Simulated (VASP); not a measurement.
Set up this calculation in VASP 6.6.1, as the native input.

* Task: single point
* Functional: LDA
* Potentials or basis: VASP PAW LDA potentials, release 64 (S, W_sv, Se)
* Cutoff: 400 eV
* k mesh: 12 × 12 × 1
* Occupations: gaussian, width 0.03 eV
* Spin: no spin polarisation
* Dipole correction: yes
* Further INCAR settings: ALGO = Normal; EDIFF = 1e-06; NBANDS = 20; NELMDL = -8

The structure of WSeS (l.A) lies in POSCAR:

```
WSeS
1.0
    3.1856145837      0.0000000000      0.0000000000
   -1.5928072918      2.7588231561      0.0000000000
    0.0000000000      0.0000000000     30.1999999990
S W Se
1 1 1
Direct
    0.6666666667      0.3333333333      0.2315418470
    0.3333333333      0.6666666667      0.2821058797
    0.6666666667      0.3333333333      0.3383390283
```

One way to write it, as run:

INCAR

```
SYSTEM = WSeS
ALGO     = Normal         ! electronic algorithm
DIPOL    = 0.5 0.5 0.284
EDIFF    = 1E-6           ! SCF threshold, eV
ENCUT    = 400            ! plane-wave cutoff, eV
GGA_COMPAT= .False.      
IDIPOL   = 3            
ISIF     = 2              ! what is computed and relaxed
ISMEAR   = 0              ! smearing method
LASPH    = .True.         ! aspherical terms in the spheres
LCHARG   = .False.        ! write CHGCAR
LDIPOL   = .True.       
LREAL    = .False.        ! projectors in reciprocal space
LWAVE    = .False.        ! write WAVECAR
NBANDS   = 20             ! bands
NELM     = 120            ! most SCF steps
NELMDL   = -8           
PREC     = Accurate       ! precision mode
SIGMA    = 0.03           ! smearing width, eV
```

KPOINTS

```
k-points
0
Gamma
  12 12 1
  0 0 0
```

Potentials or basis: VASP PAW LDA potentials, release 64 (S, W_sv, Se).

Command:

```console
$ cat potpaw_LDA.64/S/POTCAR potpaw_LDA.64/W_sv/POTCAR potpaw_LDA.64/Se/POTCAR > POTCAR
$ mpirun -np 1 vasp_std > vasp.out
```

Results of the run:

- Largest force: 0.108 eV/Å
- Band gap on the k mesh: 1.84 eV, indirect (least direct gap 1.89 eV)

Caveat: spin-orbit coupling is left out, which moves the levels of the heavy elements.

It took 2.4 min on 1 thread of Intel(R) Xeon(R) Platinum 8124M CPU @ 3.00GHz (Skylake/Cascade Lake) (shared host), peak memory 0.3 GiB.
